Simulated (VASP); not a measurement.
Write the native input for VASP 6.6.1 that does the following.

```yaml
Task: single point
Functional: PBE
Potentials_or_basis: VASP PAW PBE potentials, release 64 (V_sv)
Cutoff: 520 eV
k_mesh: 12 × 12 × 12
Occupations: fermi-dirac, width 0.1 eV
Spin: no spin polarisation
Dipole_correction: no
Further_INCAR_settings: ALGO = Normal; EDIFF = 1e-07; NBANDS = 12
```

The structure of V lies in POSCAR:

```
V
1.0
   -1.4991761207      1.4991761207      1.4991761207
    1.4991761207     -1.4991761207      1.4991761207
    1.4991761207      1.4991761207     -1.4991761207
V
1
Direct
    0.0000000000      0.0000000000      0.0000000000
```

These files were run (other wordings do the same):

INCAR

```
SYSTEM = V
ALGO = Normal
EDIFF = 1E-7
ENCUT = 520
GGA = PE
ISIF = 2
ISMEAR = -1
LASPH = .TRUE.
LCHARG = .FALSE.
LREAL = .FALSE.
LWAVE = .FALSE.
NBANDS = 12
NELM = 80
PREC = Accurate
SIGMA = 0.1
```

KPOINTS

```
k-points
0
G
  12 12 12
  0 0 0
```

Potentials or basis: VASP PAW PBE potentials, release 64 (V_sv).

Launch:

```sh
$ cat potpaw_PBE.64/V_sv/POTCAR > POTCAR
$ mpirun -np 1 vasp_std > vasp.out
```

It gave:

The pressure is 0.2 GPa.

Wall time 15 s on 1 thread of AMD EPYC 7R43 64-Core Processor (Zen 3), with other jobs on the host, peak memory 0.09 GiB.
